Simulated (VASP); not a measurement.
Wanted: the native input for a VASP 6.6.1 run.

| Item | Value |
| --- | --- |
| Task | single point |
| Functional | PBEsol |
| Potentials or basis | VASP PAW PBE potentials, release 64 (W_sv, S) |
| Cutoff | 500 eV |
| k mesh | 8 × 8 × 2 |
| Occupations | gaussian, width 0.01 eV |
| Spin | no spin polarisation |
| Dipole correction | no |
| Further INCAR settings | ALGO = Normal; EDIFF = 1e-06; NBANDS = 35 |

The structure of WS2 lies in POSCAR:

```
WS2
1.0
    3.1147084595      0.0000000000      0.0000000000
   -1.5573542297      2.6974166513      0.0000000000
    0.0000000000      0.0000000000     12.7696342566
W S
2 4
Direct
    0.3333333333      0.6666666667      0.2500000000
    0.6666666667      0.3333333333      0.7500000000
    0.3333333333      0.6666666667      0.6265002607
    0.6666666667      0.3333333333      0.1265002607
    0.3333333333      0.6666666667      0.8734997393
    0.6666666667      0.3333333333      0.3734997393
```

This cell differs from its parent crystal: in-plane strain -0.01.

These files were run (other wordings do the same):

INCAR

```
  PREC = Accurate
  ENCUT = 500
  EDIFF = 1E-6
  ISMEAR = 0
  SIGMA = 0.01
  LREAL = False
  LASPH = True
  NELM = 120
  ALGO = Normal
  ISIF = 2
  LWAVE = False
  LCHARG = False
  GGA = PS
  NBANDS = 35
  GGA_COMPAT = False
```

KPOINTS

```
Automatic mesh
0
Gamma
  8 8 2
```

Potentials or basis: VASP PAW PBE potentials, release 64 (W_sv, S).

Launch:

```console
$ cat potpaw_PBE.64/W_sv/POTCAR potpaw_PBE.64/S/POTCAR > POTCAR
$ mpirun -np 1 vasp_std > vasp.out
```

It gave:

* Pressure: 2.4 GPa
* Largest force: 0.068 eV/Å
* Band gap on the k mesh: 1.33 eV (least direct gap 2.44 eV)

Caveat: the cell differs from its parent crystal (in-plane strain -0.01); the PAW data sets were made with another functional, which shifts forces and pressure a little; spin-orbit coupling is left out, which moves the levels of the heavy elements; this functional lacks dispersion, which binds layers or chains, so the pressure and a relaxed spacing across them are unreliable.

Run time: 60 s on 1 thread of Intel(R) Xeon(R) Platinum 8488C (Sapphire Rapids) (shared host), peak memory 0.24 GiB.
